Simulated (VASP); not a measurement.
The system is CaB6.

```
CELL_PARAMETERS angstrom
4.12078 0.00000 0.00000
0.00000 4.12078 0.00000
0.00000 0.00000 4.12078
ATOMIC_POSITIONS crystal
Ca 0.50000 0.50000 0.50000
B 0.00000 0.00000 0.29300
B 0.00000 0.00000 0.70700
B 0.29300 0.00000 0.00000
B 0.70700 0.00000 0.00000
B 0.00000 0.29300 0.00000
B 0.00000 0.70700 0.00000
```

Base run:

| Item | Value |
| --- | --- |
| Program | VASP 6.6.1 |
| Functional | r2SCAN |
| Potentials or basis | VASP PAW PBE potentials, release 64 (Ca_sv, B) |
| Cutoff | 520 eV |
| k mesh | 5 × 5 × 5, shifted |
| Occupations | fermi-dirac, width 0.1 eV |
| Spin | no spin polarisation |

Its results: band gap on the k mesh 1.60 eV, indirect (least direct gap 1.65 eV); pressure 4.2 GPa; largest force 1.532 eV/Å.

The run is repeated on the same cell with these changes: k mesh from 5 × 5 × 5, shifted to 5 × 5 × 5; further incar settings from ALGO = Normal; EDIFF = 1e-07; NBANDS = 23; ISYM = 0 to ALGO = Normal; EDIFF = 1e-06; NBANDS = 23. What comes out?

Band gap on the k mesh 0.49 eV, direct; pressure 4.2 GPa; largest force 1.503 eV/Å.

Caveats: the PAW data sets were made with another functional, which shifts forces and pressure a little.

A k mesh can miss the band edges.
